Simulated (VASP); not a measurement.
Wanted: the native input for a VASP 6.6.1 run.

```yaml
Task: electric field gradients
Functional: LDA
Potentials_or_basis: VASP PAW LDA potentials, release 64 (Bi_d, Te)
Cutoff: 520 eV
k_mesh: 10 × 10 × 10
Occupations: fermi-dirac, width 0.08 eV
Spin: no spin polarisation
Dipole_correction: no
Further_INCAR_settings: ALGO = Normal; EDIFF = 1e-08; NBANDS = 18
```

The structure of BiTe lies in POSCAR:

```
BiTe
1.0
   -0.0323500000      3.2188250000      3.2188250000
    3.2188250000     -0.0323500000      3.2188250000
    3.2188250000      3.2188250000     -0.0323500000
Bi Te
1 1
Direct
    0.0000000000      0.0000000000      0.0000000000
    0.5000000000      0.5000000000      0.5000000000
```

This cell differs from its parent crystal: equal xy, yz and zx shear strains of -1 %.

These files were run (other wordings do the same):

INCAR

```
ALGO = Normal
EDIFF = 1E-8
ENCUT = 520
ISIF = 2
ISMEAR = -1
LASPH = True
LCHARG = False
LEFG = True
LREAL = False
LWAVE = False
NBANDS = 18
NELM = 100
PREC = Accurate
SIGMA = 0.08
```

KPOINTS

```
k-points
0
Gamma
  10 10 10
```

Potentials or basis: VASP PAW LDA potentials, release 64 (Bi_d, Te).

Launch:

```bash
$ cat potpaw_LDA.64/Bi_d/POTCAR potpaw_LDA.64/Te/POTCAR > POTCAR
$ mpirun -np 1 vasp_std > vasp.out
```

It gave:

```
Pressure                                : -2.7 GPa
Band gap on the k mesh                  : zero (an odd number of electrons rules out a gap without spin polarisation)
Largest electric field gradient by atom : Bi -18.6; Te -11.4 V/Å²
```

Caveat: the cell differs from its parent crystal (equal xy, yz and zx shear strains of -1 %); without QUAD_EFG the Cq values of the log hold for a quadrupole moment of 1 mb, not for the nuclei; spin-orbit coupling is left out, which moves the levels of the heavy elements.

It took 3.5 min on 1 thread of Intel Xeon 8259CL (shared host), peak memory 0.28 GiB.
